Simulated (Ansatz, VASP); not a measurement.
# PIr in VASP and in Ansatz

```
Ir P
1.0
     0.00000    2.46480    2.46480
     2.46480    0.00000    2.46480
     2.46480    2.46480    0.00000
Ir P
1 1
Direct
  0.00609 0.00609 0.99391
  0.50000 0.50000 0.50000
```

Alike in both runs: task single point; functional PBE; k mesh 13 × 13 × 13; occupations fermi-dirac, width 0.05 eV; no spin polarisation.

|  | VASP | Ansatz |
| --- | --- | --- |
| version | VASP 6.6.1 | Ansatz 0.2.0 |
| potentials or method | VASP PAW PBE potentials, release 64 (Ir, P), cutoff 520 eV | all-electron LAPW, scalar-relativistic |

|  | VASP | Ansatz | Ansatz less VASP |
| --- | --- | --- | --- |
| pressure (GPa) | 0.4 | 0.1 | -0.34 |
| traceless stress, the component that is largest in VASP (GPa) | 0.21 | 0.20 | -0.006 |
| rms of the force components (eV/Å) | 0.141 | 0.145 | +0.0039 |

Atom by atom the forces differ by 0.004 eV/Å (rms over components). Ansatz ran all-electron here, and VASP with PAW potentials.

Spin-orbit coupling is off throughout.
